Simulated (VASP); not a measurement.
Runs of VASP 6.6.1 on Si. The structure is that of space group P6_3/mmc (No. 194), or close to it. The cells are those of the table. 

```csv
cell,gap on the mesh (eV),pressure (GPa)
"a = 2.444, b = 2.444, c = 4.152 Å, angles 90.0, 90.0, 120.0°, 2 atoms",none,42.2
"a = 2.484, b = 2.484, c = 4.220 Å, angles 90.0, 90.0, 120.0°, 2 atoms",none,30.3
"a = 2.403, b = 2.403, c = 4.082 Å, angles 90.0, 90.0, 120.0°, 2 atoms",none,(c)
"a = 2.423, b = 2.423, c = 4.117 Å, angles 90.0, 90.0, 120.0°, 2 atoms",none,(b)
"a = 2.464, b = 2.464, c = 4.186 Å, angles 90.0, 90.0, 120.0°, 2 atoms",none,35.9
"a = 2.504, b = 2.504, c = 4.253 Å, angles 90.0, 90.0, 120.0°, 2 atoms",none,25.4
"a = 2.360, b = 2.360, c = 4.009 Å, angles 90.0, 90.0, 120.0°, 2 atoms",none,76.8
"a = 2.523, b = 2.523, c = 4.286 Å, angles 90.0, 90.0, 120.0°, 2 atoms",none,(a)
"a = 2.381, b = 2.381, c = 4.045 Å, angles 90.0, 90.0, 120.0°, 2 atoms",none,66.4
```

Alike in all rows: task single point; level LDA; potentials or basis VASP PAW LDA potentials, release 64 (Si); no spin polarisation; k mesh 11 × 11 × 6; cutoff (eV) 520; smearing fermi-dirac 0.1 eV.

Task: Estimate the missing entries.

Result: (a) 20.9; (b) 49.3; (c) 57.3.

A gap of «none» marks levels without a gap at the run's occupations.
